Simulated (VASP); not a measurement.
Crystal: Sn.

```xyz
7
Lattice="5.5600 0.0000 0.0000 0.0000 5.5600 0.0000 0.0000 0.0000 5.5600" Properties=species:S:1:pos:R:3 pbc="T T T"
Sn    2.7800    2.7800    0.0000
Sn    0.0000    2.7800    2.7800
Sn    2.7800    0.0000    2.7800
Sn    2.7800    2.7800    2.7800
Sn    2.7800    0.0000    0.0000
Sn    0.0000    2.7800    0.0000
Sn    0.0000    0.0000    2.7800
```

The cell was built from a structure type or drawn by symmetry, and may not be a known phase.

- Program: VASP 6.6.1
- Task: relaxation of cell and atoms
- Functional: PBE
- Potentials or basis: VASP PAW PBE potentials, release 64 (Sn_d)
- Cutoff: 600 eV
- k mesh: 4 × 4 × 4
- Occupations: gaussian, width 0.1 eV
- Spin: no spin polarisation

At the start: pressure 21.1 GPa; volume 24.55 Å³/atom.

**Question.** Where does the relaxation end?

**Answer.** Over 3 steps the energy falls by 402.9 meV/atom and the volume is 32.41 Å³/atom (+32.0 %); space group Pm-3m (No. 221, to 0.1 Å) before and after.

Step by step:
| step | energy change (eV) | largest force (eV/Å) | pressure (GPa) | volume (Å³) |
| --- | --- | --- | --- | --- |
| 1 | 0.0000 | 0.0000 | 21.09 | 171.88 |
| 2 | -2.2629 | 0.0000 | -4.11 | 265.45 |
| 3 | -2.8206 | 0.0000 | 0.18 | 226.84 |

Final structure:
```
CELL_PARAMETERS angstrom
6.09872 0.00000 0.00000
0.00000 6.09872 0.00000
0.00000 0.00000 6.09872
ATOMIC_POSITIONS crystal
Sn 0.50000 0.50000 0.00000
Sn 0.00000 0.50000 0.50000
Sn 0.50000 0.00000 0.50000
Sn 0.50000 0.50000 0.50000
Sn 0.50000 0.00000 0.00000
Sn 0.00000 0.50000 0.00000
Sn 0.00000 0.00000 0.50000
```

Caveat: the volume moved by over 15 % at a fixed basis, so the end points are rough.
